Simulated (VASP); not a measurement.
# Te (P3_121) in VASP: a series of runs

The runs below take Te through relaxation of cell and atoms, single point, with revPBE+D4, PBE.

Program: VASP 6.6.1. These are calculated values, not measurements. Logs are shortened: lines on timing, memory, paths and dates and some standing lists are left out, and cuts for length are marked.

### Step 1. The cell of the first run

Symmetry: P3_121, No. 152, trigonal system. Conventional cell: a = 4.454 Å, b = 4.454 Å, c = 5.924 Å, α = 90.00°, β = 90.00°, γ = 120.00°. Within 3.8 Å of Te (site symmetry 2) lie 6 Te at 2.86 to 3.47 Å.

### Step 2. Relaxation of cell and atoms, revPBE+D4

INCAR reads:

```
ALGO = Normal
EDIFF = 1E-6
EDIFFG = -0.01
ENCUT = 600
GGA = RE
IBRION = 2
ISIF = 3
ISMEAR = -1
IVDW = 13
LASPH = T
LCHARG = F
LREAL = F
LWAVE = F
NELM = 60
NSW = 60
PREC = Accurate
SIGMA = 0.05
```

KPOINTS reads:

```
k-points
0
Gamma
  7 7 5
```

POSCAR reads:

```
Te
1.0
    4.4540000000      0.0000000000      0.0000000000
   -2.2270000000      3.8572771485      0.0000000000
    0.0000000000      0.0000000000      5.9240000000
Te
3
Direct
    0.7310000000      0.7310000000      0.0000000000
    0.0000000000      0.2690000000      0.6666666667
    0.2690000000      0.0000000000      0.3333333333
```

Potentials or basis: VASP PAW PBE potentials, release 64 (Te).

Run with:

```sh
> cat potpaw_PBE.64/Te/POTCAR > POTCAR
> mpirun -np 1 vasp_std > vasp.out
```

OUTCAR:

```text
EDIFF = 1E-6
   EDIFFG = -0.01
   ENCUT = 600
   GGA = RE
   IBRION = 2
   ISIF = 3
   ISMEAR = -1
   IVDW = 13
   LASPH = T
   LREAL = F
   NELM = 60
   NSW = 60
   PREC = Accurate

 ion  position               nearest neighbor table
   1  0.731  0.731  0.000-   3 2.86   2 2.86   3 3.47   2 3.47   2 3.47   3 3.47
   2  0.000  0.269  0.667-   1 2.86   3 2.86   1 3.47   1 3.47   3 3.47   3 3.47
   3  0.269  0.000  0.333-   1 2.86   2 2.86   1 3.47   1 3.47   2 3.47   2 3.47

  LATTYP: Found a hexagonal cell.
 ALAT       =     4.4540000000
 C/A-ratio  =     1.3300404131

  Lattice vectors:

 A1 = (   4.4540000000,   0.0000000000,   0.0000000000)
 A2 = (  -2.2270000000,   3.8572771485,   0.0000000000)
 A3 = (   0.0000000000,   0.0000000000,   5.9240000000)

Analysis of symmetry for initial positions (statically):
=====================================================================
 Subroutine PRICEL returns:
 Original cell was already a primitive cell.

 Routine SETGRP: Setting up the symmetry group for a
 hexagonal supercell.

 Subroutine GETGRP returns: Found  6 space group operations
 (whereof  2 operations were pure point group operations)
 out of a pool of 24 trial point group operations.

The static configuration has the point symmetry C_2 .
 The point group associated with its full space group is D_3 .

Analysis of symmetry for dynamics (positions and initial velocities):
=====================================================================
 Subroutine PRICEL returns:
 Original cell was already a primitive cell.

 Routine SETGRP: Setting up the symmetry group for a
 hexagonal supercell.

 Subroutine GETGRP returns: Found  6 space group operations
 (whereof  2 operations were pure point group operations)
 out of a pool of 24 trial point group operations.

The dynamic configuration has the point symmetry C_2 .
 The point group associated with its full space group is D_3 .

 Subroutine INISYM returns: Found  6 space group operations
 (whereof  2 operations are pure point group operations),
 and found     1 'primitive' translations

----------------------------------------------------------------------------------------

                                     Primitive cell

  volume of cell :     101.7762

  direct lattice vectors                    reciprocal lattice vectors
     4.454000000  0.000000000  0.000000000     0.224517288  0.129625117  0.000000000
    -2.227000000  3.857277149  0.000000000     0.000000000  0.259250233  0.000000000
     0.000000000  0.000000000  5.924000000     0.000000000  0.000000000  0.168804862

  length of vectors
     4.454000000  4.454000000  5.924000000     0.259250233  0.259250233  0.168804862

  position of ions in fractional coordinates (direct lattice)
     0.731000000  0.731000000  0.000000000
     0.000000000  0.269000000  0.666666667
     0.269000000  0.000000000  0.333333333

  ion indices of the primitive-cell ions
   primitive index   ion index
                 1           1
                 2           2
                 3           3

----------------------------------------------------------------------------------------

 KPOINTS: k-points

Automatic generation of k-mesh.
 Grid dimensions read from file:
 generate k-points for:    7    7    5

 Generating k-lattice:

  Cartesian coordinates                     Fractional coordinates (reciprocal lattice)
     0.032073898  0.018517874  0.000000000     0.142857143  0.000000000  0.000000000
     0.000000000  0.037035748  0.000000000     0.000000000  0.142857143  0.000000000
     0.000000000  0.000000000  0.033760972     0.000000000  0.000000000  0.200000000

  Length of vectors
     0.037035748  0.037035748  0.033760972

  Shift w.r.t. Gamma in fractional coordinates (k-lattice)
     0.000000000  0.000000000  0.000000000

 Subroutine IBZKPT returns following result:
 ===========================================

 Found     32 irreducible k-points:

 Following reciprocal coordinates:
            Coordinates               Weight
  0.000000  0.000000  0.000000      1.000000
[... 41 lines left out ...]
  Thomas-Fermi vector in A             =   2.044070
   LORBIT       =      0    0 simple, 1 ext, 2 COOP (PROOUT), +10 PAW based schemes
   GGA     = RE    functional components
   LHFCALC =     F    Hartree Fock is set to
   AEXX    =    0.0000 exact exchange contribution
   IVDW    =    13    specifies the selected vdW correction
   LEPSILON=     F    determine dielectric tensor
   LRPA    =     F    only Hartree local field effects (RPA)
 conjugate gradient relaxation of ions
 non-spin polarized calculation
  energy-cutoff  :      600.00
  volume of cell :      101.78
 maximum number of plane-waves:      3412
   NGX = 17   NGY = 17   NGZ = 23

--------------------------------------- Ionic step        1  -------------------------------------------

 number of electron      17.9999999 magnetization

 Free energy of the ion-electron system (eV)
  ---------------------------------------------------
  ext. energy  EPLUGINS =         0.00000000
  ---------------------------------------------------
  free energy    TOTEN  =        -8.45615116 eV

  energy without entropy =       -8.45607319  energy(sigma->0) =       -8.45611218

------------------------ aborting loop because EDIFF is reached ----------------------------------------

  DFT-D4 for vdW energy calculation

  Edisp (eV):   -2.27894

  FORCE on cell =-STRESS in cart. coord.  units (eV):
  Direction    XX          YY          ZZ          XY          YZ          ZX
  --------------------------------------------------------------------------------------
  -------------------------------------------------------------------------------------
  Total      -1.01757    -1.01757    -0.67232    -0.00000     0.00000     0.00000
  in kB     -16.01871   -16.01871   -10.58374    -0.00000     0.00000     0.00000
  external pressure =      -14.21 kB  Pullay stress =        0.00 kB
[... 309 lines left out ...]
  energy  without entropy=      -10.8038212993  energy(sigma->0) =      -10.80398892

--------------------------------------- Ionic step        9  -------------------------------------------

 number of electron      17.9999999 magnetization

 Free energy of the ion-electron system (eV)
  ---------------------------------------------------
  ext. energy  EPLUGINS =         0.00000000
  ---------------------------------------------------
  free energy    TOTEN  =        -8.32647585 eV

  energy without entropy =       -8.32611515  energy(sigma->0) =       -8.32629550

 E-fermi :   7.1151     XC(G=0):  -9.3877

 val. band max:        6.8512405772   @ k =   0.2857   0.2857   0.4000
 cond. band min:       7.3536029668   @ k =   0.0000   0.0000   0.4000
 fundamental gap:      0.5023623895
 Fermi energy:         7.1151250144

 k-point     1 :       0.0000    0.0000    0.0000
  band No.  band energies     occupation
      1      -6.9622      2.00000
      2      -3.5278      2.00000
      3      -3.5278      2.00000
      4       4.1620      2.00000
      5       4.5269      2.00000
      6       4.5269      2.00000
      7       5.2707      2.00000
      8       5.2707      2.00000
      9       5.8414      2.00000
     10       8.0821      0.00000
     11       8.0821      0.00000
     12       8.8367      0.00000
     13      11.9057      0.00000
[... 353 lines left out ...]
 k-point    24 :       0.2857    0.0000    0.4000
  band No.  band energies     occupation
      1      -5.8145      2.00000
      2      -5.0977      2.00000
      3      -2.4553      2.00000
      4       2.3567      2.00000
      5       3.4957      2.00000
      6       3.7242      2.00000
      7       4.4154      2.00000
      8       4.5509      2.00000
      9       5.0267      2.00000
     10       8.8006      0.00000
     11       9.4203      0.00000
     12       9.7644      0.00000
     13      11.5247      0.00000

 [... further k-points ...]

------------------------ aborting loop because EDIFF is reached ----------------------------------------

  DFT-D4 for vdW energy calculation

  Edisp (eV):   -2.47789

  FORCE on cell =-STRESS in cart. coord.  units (eV):
  Direction    XX          YY          ZZ          XY          YZ          ZX
  --------------------------------------------------------------------------------------
  -------------------------------------------------------------------------------------
  Total      -0.00725    -0.00725     0.00776     0.00000     0.00000     0.00000
  in kB      -0.12340    -0.12340     0.13214     0.00000     0.00000     0.00000
  external pressure =       -0.04 kB  Pullay stress =        0.00 kB
[... 18 lines left out ...]
  FREE ENERGIE OF THE ION-ELECTRON SYSTEM (eV)
  ---------------------------------------------------
  free  energy   TOTEN  =       -10.8043680324 eV

  energy  without entropy=      -10.8040073386  energy(sigma->0) =      -10.80418769

 reached required accuracy - stopping structural energy minimisation
```

Run time: 5.6 min. Hardware: 1 thread of Intel Xeon 8259CL, shared host; peak memory 0.27 GiB.

What came out:

- Free energy: -10.8044 eV
- Relaxed volume: 31.36 Å³/atom
- Relaxed cell: a = 4.264 Å, b = 4.264 Å, c = 5.974 Å, α = 90.00°, β = 90.00°, γ = 120.00°
- Space group after relaxing (to 0.1 Å): P3_121 (No. 152)
- Energy gained by relaxing: 23.1 meV/atom
- Ionic steps: 9
- Pressure after relaxing: 0.0 GPa
- Largest force after relaxing: 0.009 eV/Å
- Band gap on the k mesh: 0.50 eV (least direct gap 0.58 eV)
- Dispersion energy per atom: -0.826 eV

Forces in eV/Å, atoms in the order of the input:
```
Te  -0.004 -0.008  0.000
Te  -0.004  0.008  0.000
Te   0.009  0.000  0.000
```

Step by step:
| step | energy change (eV) | largest force (eV/Å) | pressure (GPa) | volume (Å³) |
| --- | --- | --- | --- | --- |
| 1 | 0.0000 | 0.1695 | -1.42 | 101.78 |
| 2 | -0.0223 | 0.3487 | 0.49 | 97.41 |
| 3 | -0.0224 | 0.3438 | 0.43 | 97.52 |
| 4 | -0.0455 | 0.2489 | 0.40 | 96.15 |
| 5 | -0.0664 | 0.0739 | 0.66 | 92.97 |
| 6 | -0.0640 | 0.0426 | -0.94 | 95.55 |
| 7 | -0.0687 | 0.0241 | -0.02 | 94.02 |
| 8 | -0.0691 | 0.0181 | -0.01 | 94.04 |
| 9 | -0.0693 | 0.0090 | 0.00 | 94.07 |

Final structure:
```cif
data_structure
_symmetry_space_group_name_H-M 'P 1'
_symmetry_Int_Tables_number 1
_cell_length_a 4.2641
_cell_length_b 4.2641
_cell_length_c 5.9739
_cell_angle_alpha 90.000
_cell_angle_beta 90.000
_cell_angle_gamma 120.000
_cell_volume 94.07
loop_
_atom_site_label
_atom_site_type_symbol
_atom_site_fract_x
_atom_site_fract_y
_atom_site_fract_z
_atom_site_occupancy
Te1 Te 0.71151 0.71151 0.00000 1
Te2 Te 0.00000 0.28849 0.66667 1
Te3 Te 0.28849 0.00000 0.33333 1
```

Levels at points of the mesh, in eV from the valence-band top:
| k point | band 6 | band 7 | band 8 | band 9 | band 10 | band 11 | band 12 | band 13 |
| --- | --- | --- | --- | --- | --- | --- | --- | --- |
| (0.00, 0.00, 0.00) | -2.32 | -1.58 | -1.58 | -1.01 | 1.23 | 1.23 | 1.99 | 5.05 |

Caveat: the PAW data sets were made with another functional, which shifts forces and pressure a little; spin-orbit coupling is left out, which moves the levels of the heavy elements; an odd mesh through Γ misses points on the zone boundary, where band edges can lie. As with any semilocal functional, this revPBE gap is likely too small.

### Step 3. Single point, PBE

This run uses another cell than the first one, of 31.89 Å³/atom.

INCAR reads:

```
PREC     = Accurate       # precision mode
ENCUT    = 520            # plane-wave cutoff, eV
EDIFF    = 1E-7           # SCF threshold, eV
ISMEAR   = -1             # smearing method
SIGMA    = 0.05           # smearing width, eV
LREAL    = F              # projectors in reciprocal space
LASPH    = T              # aspherical terms in the spheres
NELM     = 100            # most SCF steps
ALGO     = Normal         # electronic algorithm
ISIF     = 2              # what is computed and relaxed
LWAVE    = F              # write WAVECAR
LCHARG   = T              # write CHGCAR
GGA      = PE             # functional
LELF     = T              # ELF
LVHAR    = T            
NBANDS   = 16             # bands
```

KPOINTS reads:

```
Automatic mesh
0
Gamma
  7 7 5
```

POSCAR reads:

```
Te
1.0
    4.3630765282      0.0000000000      0.0000000000
   -2.1815382641      3.7785351121      0.0000000000
    0.0000000000      0.0000000000      5.8030681080
Te
3
Direct
    0.7310000000      0.7310000000      0.0000000000
    0.0000000000      0.2690000000      0.6666666667
    0.2690000000      0.0000000000      0.3333333333
```

Potentials or basis: VASP PAW PBE potentials, release 64 (Te).

Run with:

```sh
> cat potpaw_PBE.64/Te/POTCAR > POTCAR
> mpirun -np 1 vasp_std > vasp.out
```

It took 89 s on 1 thread of Intel Xeon 8259CL, shared host; peak memory 0.22 GiB.

It converged, with:

```
Free energy            : -9.2954 eV
Pressure               : 5.1 GPa
Largest force          : 0.520 eV/Å
Band gap on the k mesh : 0.61 eV (least direct gap 0.82 eV)
```

Forces on the atoms (eV/Å):
```
Te  -0.260 -0.450  0.000
Te  -0.260  0.450  0.000
Te   0.520  0.000  0.000
```

Stress tensor (GPa, compression positive):
```
4.46 0.00 0.00
0.00 4.46 0.00
0.00 0.00 6.48
```

Levels at points of the mesh, in eV from the valence-band top:
| k point | band 7 | band 8 | band 9 | band 10 | band 11 | band 12 |
| --- | --- | --- | --- | --- | --- | --- |
| (0.00, 0.00, 0.00) | -1.68 | -1.68 | -0.81 | 1.22 | 1.22 | 1.81 |

Caveat: the cell stands under pressure; spin-orbit coupling is left out, which moves the levels of the heavy elements; an odd mesh through Γ misses points on the zone boundary, where band edges can lie.

### Step 4. Single point, PBE

This run uses another cell than the first one, of 33.25 Å³/atom.

INCAR reads:

```
SYSTEM = Te
  ALGO = Normal
  EDIFF = 1E-7
  ENCUT = 520
  GGA = PE
  ISIF = 2
  ISMEAR = -1
  LASPH = .True.
  LCHARG = .True.
  LELF = .True.
  LREAL = .False.
  LVHAR = .True.
  LWAVE = .False.
  NBANDS = 16
  NELM = 100
  PREC = Accurate
  SIGMA = 0.05
```

KPOINTS reads:

```
k-points
0
Gamma
  7 7 5
  0 0 0
```

POSCAR reads:

```
Te
1.0
    4.4241064818      0.0000000000      0.0000000000
   -2.2120532409      3.8313886024      0.0000000000
    0.0000000000      0.0000000000      5.8842404128
Te
3
Direct
    0.7310000000      0.7310000000      0.0000000000
    0.0000000000      0.2690000000      0.6666666667
    0.2690000000      0.0000000000      0.3333333333
```

Run with:

```sh
> cat potpaw_PBE.64/Te/POTCAR > POTCAR
> mpirun -np 1 vasp_std > vasp.out
```

Wall time 2.2 min (1 thread of Intel Xeon 8259CL, shared host); peak memory 0.24 GiB.

The run converged. Its results:

```yaml
Free_energy: -9.3918 eV
Pressure: 2.5 GPa
Largest_force: 0.271 eV/Å
Band_gap_on_the_k_mesh: 0.62 eV (least direct gap 0.80 eV)
```

Forces in eV/Å, atoms in the order of the input:
```
Te  -0.136 -0.235  0.000
Te  -0.136  0.235  0.000
Te   0.271  0.000  0.000
```

Stress tensor (GPa, compression positive):
```
2.25 0.00 0.00
0.00 2.25 0.00
0.00 0.00 3.14
```

Levels at points of the mesh, in eV from the valence-band top:
| k point | band 6 | band 7 | band 8 | band 9 | band 10 | band 11 | band 12 | band 13 |
| --- | --- | --- | --- | --- | --- | --- | --- | --- |
| (0.00, 0.00, 0.00) | -2.62 | -1.57 | -1.57 | -0.73 | 1.18 | 1.18 | 1.78 | 5.08 |

Caveat: spin-orbit coupling is left out, which moves the levels of the heavy elements; an odd mesh through Γ misses points on the zone boundary, where band edges can lie.

### Step 5. Single point, PBE

This run uses another cell than the first one, of 34.60 Å³/atom.

INCAR reads:

```
ALGO     = Normal         # electronic algorithm
EDIFF    = 1E-7           # SCF threshold, eV
ENCUT    = 520            # plane-wave cutoff, eV
GGA      = PE             # functional
ISIF     = 2              # what is computed and relaxed
ISMEAR   = -1             # smearing method
LASPH    = True           # aspherical terms in the spheres
LCHARG   = False          # write CHGCAR
LREAL    = False          # projectors in reciprocal space
LWAVE    = False          # write WAVECAR
NBANDS   = 16             # bands
NELM     = 60             # most SCF steps
PREC     = Accurate       # precision mode
SIGMA    = 0.05           # smearing width, eV
```

KPOINTS reads:

```
k-points
0
Gamma
  7 7 5
```

POSCAR reads:

```
Te
1.0
    4.4834975484      0.0000000000      0.0000000000
   -2.2417487742      3.8828227747      0.0000000000
    0.0000000000      0.0000000000      5.9632329314
Te
3
Direct
    0.7310000000      0.7310000000      0.0000000000
    0.0000000000      0.2690000000      0.6666666667
    0.2690000000      0.0000000000      0.3333333333
```

Run with:

```sh
> cat potpaw_PBE.64/Te/POTCAR > POTCAR
> mpirun -np 1 vasp_std > vasp.out
```

Run time: 2 min. Hardware: 1 thread of Intel Xeon 8259CL, shared host; peak memory 0.25 GiB.

It converged, with:

```
Free energy            : -9.4292 eV
Pressure               : 0.5 GPa
Largest force          : 0.055 eV/Å
Band gap on the k mesh : 0.63 eV (least direct gap 0.77 eV)
```

Forces in eV/Å, atoms in the order of the input:
```
Te  -0.028 -0.048  0.000
Te  -0.028  0.048  0.000
Te   0.055  0.000  0.000
```

Levels at points of the mesh, in eV from the valence-band top:
| k point | band 5 | band 6 | band 7 | band 8 | band 9 | band 10 | band 11 | band 12 | band 13 | band 14 |
| --- | --- | --- | --- | --- | --- | --- | --- | --- | --- | --- |
| (0.00, 0.00, 0.00) | -2.55 | -2.55 | -1.47 | -1.47 | -0.65 | 1.15 | 1.15 | 1.75 | 5.17 | 5.17 |

Caveat: spin-orbit coupling is left out, which moves the levels of the heavy elements; an odd mesh through Γ misses points on the zone boundary, where band edges can lie.

### Step 6. Overview

| task | level | cell | cutoff (eV) | gap on the mesh (eV) | pressure (GPa) | largest force (eV/Å) |
| --- | --- | --- | --- | --- | --- | --- |
| relaxation of cell and atoms | revPBE+D4 | relaxed from a = 4.454, b = 4.454, c = 5.924 Å, angles 90.0, 90.0, 120.0°, 3 atoms | 600 | 0.50 | 0.0 | 0.01 |
| single point | PBE | a = 4.363, b = 4.363, c = 5.803 Å, angles 90.0, 90.0, 120.0°, 3 atoms | 520 | 0.61 | 5.1 | 0.52 |
| single point | PBE | a = 4.424, b = 4.424, c = 5.884 Å, angles 90.0, 90.0, 120.0°, 3 atoms | 520 | 0.62 | 2.5 | 0.27 |
| single point | PBE | a = 4.483, b = 4.483, c = 5.963 Å, angles 90.0, 90.0, 120.0°, 3 atoms | 520 | 0.63 | 0.5 | 0.06 |

Alike in all rows: potentials or basis VASP PAW PBE potentials, release 64 (Te); no spin polarisation; k mesh 7 × 7 × 5; smearing fermi-dirac 0.05 eV.

Caveats: spin-orbit coupling is left out, which moves the levels of the heavy elements; an odd mesh through Γ misses points on the zone boundary, where band edges can lie; the PAW data sets were made with another functional, which shifts forces and pressure a little (at least some runs); the cell stands under pressure (at least some runs).

Absolute energies hang on the potentials; compare differences alone.
